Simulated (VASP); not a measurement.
Write the native input for VASP 6.6.1 that does the following.

- Task: electric field gradients
- Functional: LDA
- Potentials or basis: VASP PAW LDA potentials, release 64 (Si)
- Cutoff: 520 eV
- k mesh: 12 × 12 × 12
- Occupations: fermi-dirac, width 0.08 eV
- Spin: no spin polarisation
- Dipole correction: no
- Further INCAR settings: ALGO = Normal; EDIFF = 1e-08; NBANDS = 11

The structure of Si lies in POSCAR:

```
Si
1.0
    0.0000000000      2.7426247000      2.7154700000
    2.7426247000      0.0000000000      2.7154700000
    2.7426247000      2.7426247000      0.0000000000
Si
2
Direct
    0.5000000000      0.5000000000      0.5000000000
    0.7500000000      0.7500000000      0.7500000000
```

This cell differs from its parent crystal: equal xx and yy strain of +1 %.

The input as run:

INCAR

```
  ALGO = Normal
  EDIFF = 1E-8
  ENCUT = 520
  GGA = CA
  ISIF = 2
  ISMEAR = -1
  LASPH = True
  LCHARG = False
  LEFG = True
  LREAL = False
  LWAVE = False
  NBANDS = 11
  NELM = 80
  PREC = Accurate
  SIGMA = 0.08
```

KPOINTS

```
k-points
0
Gamma
  12 12 12
```

Potentials or basis: VASP PAW LDA potentials, release 64 (Si).

Launch:

```console
$ cat potpaw_LDA.64/Si/POTCAR > POTCAR
$ mpirun -np 1 vasp_std > vasp.out
```

It gave:

* Pressure: -3.2 GPa
* Band gap on the k mesh: 0.40 eV, indirect (least direct gap 2.45 eV)

Caveat: the cell differs from its parent crystal (equal xx and yy strain of +1 %); without QUAD_EFG the Cq values of the log hold for a quadrupole moment of 1 mb, not for the nuclei.

Run time: 52 s on 1 thread of Intel(R) Xeon(R) Platinum 8375C CPU @ 2.90GHz (Ice Lake), with other jobs on the host, peak memory 0.18 GiB.
